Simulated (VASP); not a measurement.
# GaP (F-43m) in VASP: notebook, part 2 of 2

VASP 6.6.1. The steps go on from the part before.

### 5 Vibrations by perturbation theory, PBE

Input file INCAR:

```
ALGO = Normal
EDIFF = 1E-8
ENCUT = 520
GGA = PE
IBRION = 8
ISIF = 2
ISMEAR = -1
LASPH = True
LCHARG = False
LREAL = False
LWAVE = False
NBANDS = 16
NELM = 60
NSW = 1
PREC = Accurate
SIGMA = 0.05
```

Input file KPOINTS:

```
k-points
0
Gamma
  6 6 6
```

Input file POSCAR:

```
GaP
1.0
    0.0000000000      2.7252500000      2.7252500000
    2.7252500000      0.0000000000      2.7252500000
    2.7252500000      2.7252500000      0.0000000000
Ga P
1 1
Direct
    0.0000000000      0.0000000000      0.0000000000
    0.7500000000      0.7500000000      0.7500000000
```

Potentials or basis: VASP PAW PBE potentials, release 64 (Ga_d, P).

Started as:

```sh
$ cat potpaw_PBE.64/Ga_d/POTCAR potpaw_PBE.64/P/POTCAR > POTCAR
$ mpirun -np 1 vasp_std > vasp.out
```

OUTCAR:

```text
EDIFF = 1E-8
   ENCUT = 520
   GGA = PE
   IBRION = 8
   ISIF = 2
   ISMEAR = -1
   LASPH = True
   LREAL = False
   NELM = 60
   NSW = 1
   PREC = Accurate

 ion  position               nearest neighbor table
   1  0.000  0.000  0.000-   2 2.36   2 2.36   2 2.36   2 2.36
   2  0.750  0.750  0.750-   1 2.36   1 2.36   1 2.36   1 2.36

  LATTYP: Found a face centered cubic cell.
 ALAT       =     5.4505000000

  Lattice vectors:

 A1 = (   0.0000000000,   2.7252500000,   2.7252500000)
 A2 = (   2.7252500000,   0.0000000000,   2.7252500000)
 A3 = (   2.7252500000,   2.7252500000,   0.0000000000)

Analysis of symmetry for initial positions (statically):
[... 5 lines left out ...]
 face centered cubic supercell.

 Subroutine GETGRP returns: Found 24 space group operations
 (whereof 24 operations were pure point group operations)
 out of a pool of 48 trial point group operations.

The static configuration has the point symmetry T_d .

Analysis of symmetry for dynamics (positions and initial velocities):
[... 5 lines left out ...]
 face centered cubic supercell.
[... 507 lines left out ...]

 INTERNAL STRAIN TENSOR  FOR ION    2  DIRECTION 1   (eV/Angst):
 -----------------------------------------------------------------------------
    -0.01222  0.00000  0.00000
     0.00000  0.00872  7.38787
     0.00000  7.38787  0.00872

 INTERNAL STRAIN TENSOR FOR ION    2 for displacements in x,y,z  (eV/Angst):
          X           Y           Z          XY          YZ          ZX
  --------------------------------------------------------------------------------
  x     0.00000    -0.00000    -0.00000     0.00000     7.38787     0.00000
  y     0.00000     0.00000     0.00000     0.00000     0.00000     7.38787
  z    -0.00000    -0.00000     0.00000     7.38787     0.00000     0.00000

 SECOND DERIVATIVES (NOT SYMMETRIZED)
 ------------------------------------
               1X          1Y          1Z          2X          2Y          2Z
  1X   -10.020574    0.000000    0.000000   10.020574    0.000000    0.000000
  1Y     0.000000  -10.020574    0.000000    0.000000   10.020574    0.000000
  1Z     0.000000    0.000000  -10.020574    0.000000    0.000000   10.020574
  2X    10.030432    0.000000    0.000000  -10.030432    0.000000    0.000000
  2Y     0.000000   10.030432    0.000000    0.000000  -10.030432    0.000000
  2Z     0.000000    0.000000   10.030432    0.000000    0.000000  -10.030432

 Eigenvectors and eigenvalues of the dynamical matrix
 ----------------------------------------------------

   1 f  =   10.689724 THz    67.165517 2PiTHz  356.570813 cm-1    44.209126 meV
             X         Y         Z           dx          dy          dz
      0.000000  0.000000  0.000000     0.554425   -0.000000   -0.000000
      4.087875  4.087875  4.087875    -0.832234    0.000000   -0.000000
[... 21 lines left out ...]
   6 f/i=    0.002425 THz     0.015236 2PiTHz    0.080888 cm-1     0.010029 meV
             X         Y         Z           dx          dy          dz
      0.000000  0.000000  0.000000    -0.269304    0.787437   -0.005639
      4.087875  4.087875  4.087875    -0.179407    0.524581   -0.003757

--------------------------------------------------------------------------------------------------------

 ELASTIC MODULI CONTR FROM IONIC RELAXATION (kBar)
 Direction    XX          YY          ZZ          XY          YZ          ZX
 --------------------------------------------------------------------------------
 XX          -0.0000     -0.0000      0.0000      0.0000     -0.0000     -0.0000
 YY          -0.0000     -0.0000     -0.0000      0.0000      0.0000     -0.0000
 ZZ           0.0000     -0.0000     -0.0000     -0.0000      0.0000     -0.0000
 XY           0.0000      0.0000     -0.0000   -213.5444     -0.0000     -0.0000
 YZ          -0.0000      0.0000      0.0000     -0.0000   -213.5444     -0.0000
 ZX          -0.0000     -0.0000     -0.0000     -0.0000     -0.0000   -213.5444
 --------------------------------------------------------------------------------
```

OSZICAR:

```text
N       E                     dE             d eps       ncg     rms          rms(c)
DAV:   1     0.794633988107E+02    0.79463E+02   -0.89129E+03   544   0.162E+03
DAV:   2    -0.348378021429E+01   -0.82947E+02   -0.79631E+02   608   0.308E+02
DAV:   3    -0.927883109812E+01   -0.57951E+01   -0.57816E+01   640   0.634E+01
[... 45 lines left out ...]
RMM:   6    -0.479657835552E-01    0.20190E-04   -0.19723E-06  2938   0.690E-03    0.441E-03
RMM:   7    -0.479620023318E-01    0.37812E-05    0.80138E-07  3011   0.276E-03    0.245E-04
RMM:   8    -0.479604935241E-01    0.15088E-05   -0.88947E-08  3001   0.912E-04    0.139E-04
RMM:   9    -0.479602606313E-01    0.23289E-06   -0.76439E-08  3027   0.343E-04    0.202E-05
RMM:  10    -0.479601785997E-01    0.82032E-07   -0.17937E-08  3031   0.103E-04    0.586E-06
RMM:  11    -0.479601864154E-01   -0.78157E-08    0.18632E-09  3063   0.425E-05    0.305E-06
 Linear response finished
```

stdout:

```text
POSCAR found type information on POSCAR GaP
 POSCAR found :  2 types and       2 ions
 scaLAPACK will be used
 LDA part: xc-table for (Slater+PW92), standard interpolation
 POSCAR, INCAR and KPOINTS ok, starting setup
 FFT: planning ... GRIDC
 FFT: planning ... GRID_SOFT
 FFT: planning ... GRID
 WAVECAR not read
 entering main loop
 Linear response reoptimize wavefunctions to high precision
 Linear response DOF=           2
 Linear response progress:
 first order change of Fermi-energy   0.27508E-03
 force on displaced ion       1 direction 1 : -10.021  -0.000  -0.000
 Linear response progress:
 first order change of Fermi-energy  -0.13028E-03
 force on displaced ion       2 direction 1 : -10.030   0.000   0.000
 Linear response finished
```

Wall time 3.9 min (1 thread of AMD EPYC 7R13, shared host); peak memory 0.2 GiB.

What came out:

```
Highest phonon frequency at Γ, LO-TO splitting left out : 357 cm⁻¹
```

Phonon frequencies in cm⁻¹ (negative: imaginary):
| q point | frequencies |
| --- | --- |
| (0.000, 0.000, 0.000) | 0 0 0 357 357 357 |

Caveat: the cell wasn't relaxed at this level first, which shifts response properties.
